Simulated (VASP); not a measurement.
**AlB2As3: single point with PBE**

Crystal: AlB2As3.

```xyz
6
Lattice="3.8297 0.0000 0.0000 0.0000 3.8297 0.0000 0.0000 0.0000 7.8792" Properties=species:S:1:pos:R:3 pbc="T T T"
Al    0.0000    0.0000    3.9396
B     0.0000    0.0000    5.9623
B     0.0000    0.0000    1.9169
As    0.0000    0.0000    0.0000
As    1.9148    1.9148    3.9396
As    1.9148    1.9148    0.0000
```

```yaml
Program: VASP 6.6.1
Task: single point
Functional: PBE
Potentials_or_basis: VASP PAW PBE potentials, release 64 (Al, B, As)
Cutoff: 520 eV
k_mesh: 4 × 4 × 2
Occupations: gaussian, width 0.1 eV
Spin: no spin polarisation
Dipole_correction: no
Further_INCAR_settings: ALGO = Normal; EDIFF = 1e-06; NBANDS = 21
```

* Pressure: 0.2 GPa
* Largest force: 0.090 eV/Å
* Band gap on the k mesh: zero (band 12 reaches 4.66 eV, above the bottom of band 13 at 2.91 eV)

Forces in eV/Å, atoms in the order of the input:
```
Al   0.000  0.000  0.000
B    0.000  0.000 -0.090
B    0.000  0.000  0.090
As   0.000  0.000  0.000
As   0.000  0.000  0.000
As   0.000  0.000  0.000
```

Stress tensor (GPa, compression positive):
```
0.13 0.00 0.00
0.00 0.13 0.00
0.00 0.00 0.39
```

Levels at points of the mesh, in eV from the Fermi level:
```
           k point  band 9  band 10  band 11  band 12  band 13  band 14  band 15  band 16
(0.00, 0.00, 0.00)   -1.35    -1.35    -0.53     0.53     0.85     0.85     1.45     2.81
(0.50, 0.00, 0.00)   -1.82    -1.30    -0.60    -0.40     0.06     0.20     1.25     1.56
(0.50, 0.50, 0.00)   -4.10    -3.06    -1.43    -1.03    -1.03     0.94     1.08     2.25
(0.00, 0.00, 0.50)   -1.58    -1.58    -0.22     0.68     1.88     1.88     2.04     2.04
(0.50, 0.00, 0.50)   -2.05    -0.91    -0.56    -0.48    -0.35     0.01     0.66     1.58
(0.50, 0.50, 0.50)   -4.32    -4.32    -0.63    -0.24     0.30     0.30     0.55     0.55
```

Wall time 13 s on 1 thread of Intel(R) Xeon(R) 6975P-C (Granite Rapids) (shared host), peak memory 0.21 GiB.

Caveat: the k points lie up to 0.41 Å⁻¹ apart.
